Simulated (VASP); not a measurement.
# Sm (Im-3m) in VASP: further runs

The runs below take Sm through single point, with PBE.

All numbers are computed with VASP 6.6.1; they aren't measurements. Logs are shortened: lines on timing, memory, paths and dates and some standing lists are left out, and cuts for length are marked.

### Step 1. The cell of the first run

It takes space group Im-3m (No. 229, cubic). The conventional cell has a = 4.046 Å, b = 4.046 Å, c = 4.046 Å, α = 90.00°, β = 90.00°, γ = 90.00°. Sm (site symmetry m-3m) has 14 Sm at 3.50 to 4.05 Å within 4.6 Å.

### Step 2. Single point, PBE, collinear spin, ferromagnetic start

The input, INCAR:

```
PREC = Accurate
ENCUT = 520
EDIFF = 1E-6
ISMEAR = 0
SIGMA = 0.05
LREAL = F
LASPH = T
NELM = 150
ALGO = Normal
ISIF = 2
LWAVE = F
LCHARG = F
ISPIN = 2
MAGMOM = 5
LORBIT = 11
LMAXMIX = 6
GGA = PE
NBANDS = 18
```

The input, KPOINTS:

```
Automatic mesh
0
Gamma
  8 8 8
```

The input, POSCAR:

```
Sm
1.0
   -2.0227879790      2.0227879790      2.0227879790
    2.0227879790     -2.0227879790      2.0227879790
    2.0227879790      2.0227879790     -2.0227879790
Sm
1
Direct
    0.0000000000      0.0000000000      0.0000000000
```

Potentials or basis: VASP PAW PBE potentials, release 64 (Sm).

Run with:

```sh
cat potpaw_PBE.64/Sm/POTCAR > POTCAR
mpirun -np 1 vasp_std > vasp.out
```

OUTCAR:

```text
PREC = Accurate
   ENCUT = 520
   EDIFF = 1E-6
   ISMEAR = 0
   LREAL = F
   LASPH = T
   NELM = 150
   ISIF = 2
   ISPIN = 2
   LORBIT = 11
   GGA = PE

 ion  position               nearest neighbor table
   1  0.000  0.000  0.000-

  LATTYP: Found a body centered cubic cell.
 ALAT       =     4.0455759580

  Lattice vectors:

 A1 = (  -2.0227879790,   2.0227879790,   2.0227879790)
 A2 = (   2.0227879790,  -2.0227879790,   2.0227879790)
 A3 = (   2.0227879790,   2.0227879790,  -2.0227879790)

Analysis of symmetry for initial positions (statically):
=====================================================================
 Subroutine PRICEL returns:
 Original cell was already a primitive cell.

 Routine SETGRP: Setting up the symmetry group for a
 body centered cubic supercell.

 Subroutine GETGRP returns: Found 48 space group operations
 (whereof 48 operations were pure point group operations)
 out of a pool of 48 trial point group operations.

The static configuration has the point symmetry O_h .

Analysis of symmetry for dynamics (positions and initial velocities):
=====================================================================
 Subroutine PRICEL returns:
 Original cell was already a primitive cell.

 Routine SETGRP: Setting up the symmetry group for a
 body centered cubic supercell.

 Subroutine GETGRP returns: Found 48 space group operations
 (whereof 48 operations were pure point group operations)
 out of a pool of 48 trial point group operations.

The dynamic configuration has the point symmetry O_h .

Analysis of structural, dynamic, and magnetic symmetry:
=====================================================================
 Subroutine PRICEL returns:
 Original cell was already a primitive cell.

 Routine SETGRP: Setting up the symmetry group for a
 body centered cubic supercell.

 Subroutine GETGRP returns: Found 48 space group operations
 (whereof 48 operations were pure point group operations)
 out of a pool of 48 trial point group operations.

The overall configuration has the point symmetry O_h .

 Subroutine INISYM returns: Found 48 space group operations
 (whereof 48 operations are pure point group operations),
 and found     1 'primitive' translations

----------------------------------------------------------------------------------------

                                     Primitive cell

  volume of cell :      33.1063

  direct lattice vectors                    reciprocal lattice vectors
    -2.022787979  2.022787979  2.022787979     0.000000000  0.247183593  0.247183593
     2.022787979 -2.022787979  2.022787979     0.247183593  0.000000000  0.247183593
     2.022787979  2.022787979 -2.022787979     0.247183593  0.247183593  0.000000000

  length of vectors
     3.503571553  3.503571553  3.503571553     0.349570389  0.349570389  0.349570389

  position of ions in fractional coordinates (direct lattice)
     0.000000000  0.000000000  0.000000000

  ion indices of the primitive-cell ions
   primitive index   ion index
                 1           1

----------------------------------------------------------------------------------------

 KPOINTS: Automatic mesh

Automatic generation of k-mesh.
 Grid dimensions read from file:
 generate k-points for:    8    8    8

 Generating k-lattice:

  Cartesian coordinates                     Fractional coordinates (reciprocal lattice)
     0.000000000  0.030897949  0.030897949     0.125000000  0.000000000  0.000000000
     0.030897949  0.000000000  0.030897949     0.000000000  0.125000000  0.000000000
     0.030897949  0.030897949  0.000000000     0.000000000  0.000000000  0.125000000

  Length of vectors
     0.043696299  0.043696299  0.043696299

  Shift w.r.t. Gamma in fractional coordinates (k-lattice)
     0.000000000  0.000000000  0.000000000

 Subroutine IBZKPT returns following result:
 ===========================================

 Found     29 irreducible k-points:

 Following reciprocal coordinates:
            Coordinates               Weight
  0.000000  0.000000  0.000000      1.000000
  0.125000  0.000000  0.000000     12.000000
  0.250000  0.000000  0.000000     12.000000
  0.375000  0.000000  0.000000     12.000000
  0.500000  0.000000  0.000000      6.000000
  0.125000  0.125000  0.000000     24.000000
[... 16 lines left out ...]
 -0.250000  0.250000  0.250000      6.000000
 -0.375000  0.375000  0.250000     24.000000
 [... further k-points ...]
   k-points           NKPTS =     29   k-points in BZ     NKDIM =     29   number of bands    NBANDS=     18
   number of dos      NEDOS =    301   number of ions     NIONS =      1
   total plane-waves  NPLWV =  21952
   dimension x,y,z NGX =    28 NGY =   28 NGZ =   28
   dimension x,y,z NGXF=    56 NGYF=   56 NGZF=   56
   ions per type =               1
   NGX,Y,Z   is equivalent  to a cutoff of  13.29, 13.29, 13.29 a.u.
   NGXF,Y,Z  is equivalent  to a cutoff of  26.57, 26.57, 26.57 a.u.
 SYSTEM =  unknown system
   PREC   = accura    normal or accurate (medium, high low for compatibility)
   ISTART =      0    job   : 0-new  1-cont  2-samecut
   ICHARG =      2    charge: 1-file 2-atom 10-const
   ISPIN  =      2    spin polarized calculation?
   LNONCOLLINEAR =      F non collinear calculations
   LSORBIT =      F    spin-orbit coupling
   LASPH  =      T    aspherical Exc in radial PAW
   ENCUT  =  520.0 eV  38.22 Ry    6.18 a.u.   6.51  6.51  6.51*2*pi/ulx,y,z
   NELM   =    150;   NELMIN=  2; NELMDL= -5     # of ELM steps
   EDIFF  = 0.1E-05   stopping-criterion for ELM
   LREAL  =      F    real-space projection
   EDIFFG = 0.1E-04   stopping-criterion for IOM
   NSW    =      0    number of steps for IOM
   IBRION =     -1    ionic relax: 0-MD 1-quasi-New 2-CG
   NFREE  =      0    steps in history (QN), initial steepest desc. (CG)
   ISIF   =      2    stress and relaxation
   ISYM   =      2    0-nonsym 1-usesym 2-fastsym
   POTIM  = 0.5000    time-step for ionic-motion
   TEBEG  =    0.0;   TEEND  =   0.0 temperature during run
   PSTRESS=    0.0 pullay stress
   NELECT =      16.0000    total number of electrons
   NUPDOWN=      -1.0000    fix difference up-down
   EMIN   =  10.00;   EMAX   =-10.00  energy-range for DOS
   EFERMI =   0.00;   METHOD = LEGACY
   ISMEAR =     0;   SIGMA  =   0.05  broadening in eV -4-tet -1-fermi 0-gaus
   EFERMI_NEDOS =   21; number of points for ismear=-14 and -15
   IALGO  =     38    algorithm
   IMIX   =      4    mixing-type and parameters
     AMIX     =   0.40;   BMIX     =  1.00
     AMIX_MAG =   1.60;   BMIX_MAG =  1.00
  volume/ion in A,a.u.               =      33.11       223.41
  Fermi-wavevector in a.u.,A,eV,Ry     =   1.284728  2.427784 22.456764  1.650526
  Thomas-Fermi vector in A             =   2.416904
   LORBIT       =     11    0 simple, 1 ext, 2 COOP (PROOUT), +10 PAW based schemes
   GGA     = PE    functional components
   LHFCALC =     F    Hartree Fock is set to
   AEXX    =    0.0000 exact exchange contribution
   IVDW    =     0    specifies the selected vdW correction
   LEPSILON=     F    determine dielectric tensor
   LRPA    =     F    only Hartree local field effects (RPA)
 spin polarized calculation
 Gauss-broadening in eV      SIGMA  =   0.05
  energy-cutoff  :      520.00
  volume of cell :       33.11
 maximum number of plane-waves:       935
 NGX is ok and might be reduce to    28
   NGX = 13   NGY = 13   NGZ = 13

 number of electron      16.0000001 magnetization       6.6859353

 Free energy of the ion-electron system (eV)
  ---------------------------------------------------
  ext. energy  EPLUGINS =         0.00000000
  ---------------------------------------------------
  free energy    TOTEN  =        -9.21734842 eV

  energy without entropy =       -9.20530917  energy(sigma->0) =       -9.21132879

 E-fermi :   3.2637     XC(G=0):  -9.8584

 val. band max:        3.2541808424   @ k =   0.3750   0.1250   0.1250
 cond. band min:       3.2648155462   @ k =   0.2500   0.2500   0.2500
 fundamental gap:      0.0106347038
 Fermi energy:         3.2636631421

 spin component 1

 k-point     1 :       0.0000    0.0000    0.0000
  band No.  band energies     occupation
      1     -36.7911      1.00000
      2     -15.9050      1.00000
      3     -15.9050      1.00000
      4     -15.9050      1.00000
      5      -1.4206      1.00000
      6       2.9826      1.00000
[... 10 lines left out ...]
     17       7.2934      0.00000
     18      13.7283      0.00000

 k-point     2 :       0.1250    0.0000    0.0000
  band No.  band energies     occupation
      1     -36.7737      1.00000
      2     -16.0755      1.00000
      3     -15.9552      1.00000
      4     -15.9067      1.00000
      5      -0.9430      1.00000
      6       2.9348      1.00000
[... 10 lines left out ...]
     17       7.3330      0.00000
     18      14.1514      0.00000
[... 442 lines left out ...]
 k-point    24 :      -0.3750    0.3750    0.2500
  band No.  band energies     occupation
      1     -36.6429      1.00000
      2     -16.6924      1.00000
      3     -16.3833      1.00000
      4     -16.2936      1.00000
      5       1.9765      1.00000
      6       2.2855      1.00000
[... 10 lines left out ...]
     17       8.6471      0.00000
     18      13.9823      0.00000

 [... further k-points ...]

 spin component 2

 k-point     1 :       0.0000    0.0000    0.0000
  band No.  band energies     occupation
      1     -34.0759      1.00000
      2     -13.7725      1.00000
      3     -13.7725      1.00000
      4     -13.7725      1.00000
      5       0.0035      1.00000
      6       6.3369      0.00000
[... 10 lines left out ...]
     17       8.6297      0.00000
     18      15.3781      0.00000

 k-point     2 :       0.1250    0.0000    0.0000
  band No.  band energies     occupation
      1     -34.0554      1.00000
      2     -13.9665      1.00000
      3     -13.8288      1.00000
      4     -13.7747      1.00000
      5       0.4983      1.00000
      6       5.8038      0.00000
[... 10 lines left out ...]
     17       8.7545      0.00000
     18      15.7791      0.00000
[... 442 lines left out ...]
 k-point    24 :      -0.3750    0.3750    0.2500
  band No.  band energies     occupation
      1     -33.9019      1.00000
      2     -14.6582      1.00000
      3     -14.3077      1.00000
      4     -14.2092      1.00000
      5       3.3930      0.00013
      6       3.8003      0.00000
[... 10 lines left out ...]
     17      10.2102      0.00000
     18      15.5378      0.00000

 [... further k-points ...]
[... 5 lines left out ...]
  --------------------------------------------------------------------------------------
  -------------------------------------------------------------------------------------
  Total        0.6559603      0.6559603      0.6559603      0.0000000      0.0000000     -0.0000000
  in kB       31.7451250     31.7451250     31.7451250      0.0000000      0.0000000     -0.0000000
  external PRESSURE =      31.7451250 kB  Pullay stress =       0.0000000 kB

 VOLUME and BASIS-vectors are now :
 -----------------------------------------------------------------------------
  energy-cutoff  :      520.00
  volume of cell :       33.11
      direct lattice vectors                 reciprocal lattice vectors
    -2.022787979  2.022787979  2.022787979     0.000000000  0.247183593  0.247183593
     2.022787979 -2.022787979  2.022787979     0.247183593  0.000000000  0.247183593
     2.022787979  2.022787979 -2.022787979     0.247183593  0.247183593  0.000000000

 POSITION                                       TOTAL-FORCE (eV/Angst)
 -----------------------------------------------------------------------------------
      0.00000      0.00000      0.00000         0.000000      0.000000      0.000000
 -----------------------------------------------------------------------------------
    total drift:                               -0.000000     -0.000000     -0.000000

  FREE ENERGIE OF THE ION-ELECTRON SYSTEM (eV)
  ---------------------------------------------------
  free  energy   TOTEN  =        -9.2173484233 eV

  energy  without entropy=       -9.2053091654  energy(sigma->0) =       -9.21132879

 total charge

# of ion       s       p       d       f       tot
--------------------------------------------------
    1        2.079   5.611   0.478   5.520  13.688

 magnetization (x)

# of ion       s       p       d       f       tot
--------------------------------------------------
    1       -0.000  -0.052   0.289   5.515   5.751
```

Run time: 95 s. Hardware: 1 thread of Intel Xeon Platinum 8259CL at 2.50GHz (Skylake/Cascade Lake), shared host; peak memory 0.2 GiB.

What came out:

| Item | Value |
| --- | --- |
| Free energy | -9.2173 eV |
| Pressure | 3.2 GPa |
| Net moment | 6.69 μB per cell |
| Site moments | Sm +5.75 μB |
| Valence electrons inside the program's atomic spheres | Sm 13.69 |

Levels at points of the mesh, in eV from the Fermi level:
Spin up:
| k point | band 9 | band 10 | band 11 | band 12 | band 13 | band 14 | band 15 | band 16 |
| --- | --- | --- | --- | --- | --- | --- | --- | --- |
| (0.00, 0.00, 0.00) | -0.25 | -0.20 | -0.20 | -0.20 | 1.77 | 1.77 | 1.77 | 4.03 |
| (0.50, 0.00, 0.00) | -0.20 | -0.06 | -0.05 | -0.02 | 0.02 | 1.83 | 4.08 | 4.94 |
| (0.50, 0.50, 0.50) | -0.41 | -0.41 | 0.11 | 0.11 | 0.11 | 6.47 | 6.47 | 6.47 |
Spin down:
| k point | band 1 | band 2 | band 3 | band 4 | band 5 | band 6 | band 7 | band 8 | band 9 | band 10 |
| --- | --- | --- | --- | --- | --- | --- | --- | --- | --- | --- |
| (0.00, 0.00, 0.00) | -37.34 | -17.04 | -17.04 | -17.04 | -3.26 | 3.07 | 3.07 | 3.07 | 3.20 | 3.20 |
| (0.50, 0.00, 0.00) | -37.20 | -18.23 | -17.40 | -17.05 | -0.95 | 1.23 | 2.84 | 3.25 | 3.72 | 3.76 |
| (0.50, 0.50, 0.50) | -37.10 | -17.84 | -17.84 | -17.84 | -0.73 | -0.73 | 3.61 | 3.69 | 3.69 | 3.69 |

Caveat: the magnetic or orbital state may not be the lowest; spin-orbit coupling is left out, which moves the levels of the heavy elements.

### Step 3. Single point, PBE, non-collinear spin, typed start, spin-orbit coupling

This run uses another cell than the first one, of 39.00 Å³/atom, 1.178 times its volume.

The input, INCAR:

```
  ALGO = Normal
  EDIFF = 1E-6
  ENCUT = 520
  GGA = PE
  GGA_COMPAT = F
  ISIF = 2
  ISMEAR = 0
  LASPH = T
  LCHARG = T
  LMAXMIX = 6
  LORBIT = 11
  LORBMOM = T
  LREAL = F
  LSORBIT = T
  LVHAR = T
  LWAVE = F
  MAGMOM = 0 0 5.98
  NBANDS = 27
  NELM = 150
  PREC = Accurate
  SIGMA = 0.05
```

The input, KPOINTS:

```
k-points
0
Gamma
  14 14 14
```

The input, POSCAR:

```
Sm
1.0
   -2.1363632582      2.1363632582      2.1363632582
    2.1363632582     -2.1363632582      2.1363632582
    2.1363632582      2.1363632582     -2.1363632582
Sm
1
Direct
    0.0000000000      0.0000000000      0.0000000000
```

Potentials or basis: VASP PAW PBE potentials, release 64 (Sm).

Run with:

```sh
cat potpaw_PBE.64/Sm/POTCAR > POTCAR
mpirun -np 1 vasp_ncl > vasp.out
```

Run time: 35 min. Hardware: 1 thread of Intel Xeon Platinum 8259CL at 2.50GHz (Skylake/Cascade Lake), shared host; peak memory 0.72 GiB.

The run converged. Its results:

* Free energy: -9.8504 eV
* Pressure: -0.2 GPa
* Net moment: 6.39 μB per cell
* Valence electrons inside the program's atomic spheres: Sm 13.64

Stress tensor (GPa, compression positive):
```
-0.18  0.00  0.00
 0.00 -0.18  0.00
 0.00  0.00 -0.28
```

Moments on the atoms (μB; x, y, z):
```
Sm  0.00 0.00 5.63
```

Caveat: the magnetic or orbital state may not be the lowest.
